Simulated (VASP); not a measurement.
The system is Gd.

```
Gd
1.0
     3.48415    0.00000    0.00000
    -1.74208    3.01737    0.00000
     0.00000    0.00000    5.58672
Gd
2
Direct
  0.33333 0.66667 0.25000
  0.66667 0.33333 0.75000
```

Base run:

* Program: VASP 6.6.1
* Functional: LDA
* Potentials or basis: VASP PAW PBE potentials, release 64 (Gd)
* Cutoff: 520 eV
* k mesh: 10 × 10 × 6
* Occupations: gaussian, width 1 eV
* Spin: collinear spin, ferromagnetic start
* Starting moments: [7.214, 7.214] μB

Its results: pressure 2.7 GPa; net moment 14.16 μB per cell; site moments Gd +6.69 μB.

Question: The run is repeated on the same cell with these changes: occupations from gaussian, width 1 eV to fermi-dirac, width 0.3 eV. What comes out?

Answer: Pressure 1.9 GPa; net moment 14.28 μB per cell; site moments Gd +6.74 μB.

Caveats: so wide a smearing shifts energies and pressures; the PAW data sets were made with another functional, which shifts forces and pressure a little; the highest band is partly filled, so the run has too few bands (at least some runs).
